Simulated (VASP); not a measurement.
Runs of VASP 6.6.1 on C. The structure is that of space group P6_3/mmc (No. 194), or close to it. The cells are those of the table. 

```csv
cell,gap on the mesh (eV),pressure (GPa)
"a = 2.452, b = 2.452, c = 7.017 Å, angles 90.0, 90.0, 120.0°, 4 atoms",none,4.7
"a = 2.379, b = 2.379, c = 7.456 Å, angles 90.0, 90.0, 120.0°, 4 atoms",none,32.8
"a = 2.593, b = 2.593, c = 5.911 Å, angles 90.0, 90.0, 120.0°, 4 atoms",none,-36.3
"a = 2.513, b = 2.513, c = 6.873 Å, angles 90.0, 90.0, 120.0°, 4 atoms",none,(b)
"a = 2.415, b = 2.415, c = 7.234 Å, angles 90.0, 90.0, 120.0°, 4 atoms",none,(a)
"a = 2.566, b = 2.566, c = 5.849 Å, angles 90.0, 90.0, 120.0°, 4 atoms",none,(c)
"a = 2.554, b = 2.554, c = 6.093 Å, angles 90.0, 90.0, 120.0°, 4 atoms",none,(d)
"a = 2.343, b = 2.343, c = 7.686 Å, angles 90.0, 90.0, 120.0°, 4 atoms",none,47.6
"a = 2.527, b = 2.527, c = 6.604 Å, angles 90.0, 90.0, 120.0°, 4 atoms",none,-19.0
"a = 2.483, b = 2.483, c = 7.438 Å, angles 90.0, 90.0, 120.0°, 4 atoms",none,-5.7
"a = 2.499, b = 2.499, c = 7.151 Å, angles 90.0, 90.0, 120.0°, 4 atoms",none,-10.3
```

Alike in all rows: task single point; level PBE+D3(BJ); potentials or basis VASP PAW PBE potentials, release 64 (C); no spin polarisation; k mesh 21 × 21 × 8; cutoff (eV) 520; smearing gaussian 0.15 eV.

Task: Fill in the values left out.

Result: (a) 18.3; (b) -14.8; (c) -29.7; (d) -26.6.

Caveats: the stress differs along the axes, from -1 to 8 GPa (at least some runs); the stress differs along the axes, from -2 to 50 GPa (at least some runs); the stress differs along the axes, from -59 to 9 GPa (at least some runs); the stress differs along the axes, from -22 to -1 GPa (at least some runs); the stress differs along the axes, from -2 to 28 GPa (at least some runs); the stress differs along the axes, from -50 to 10 GPa (at least some runs); the stress differs along the axes, from -43 to 6 GPa (at least some runs).

A gap of «none» marks levels without a gap at the run's occupations.
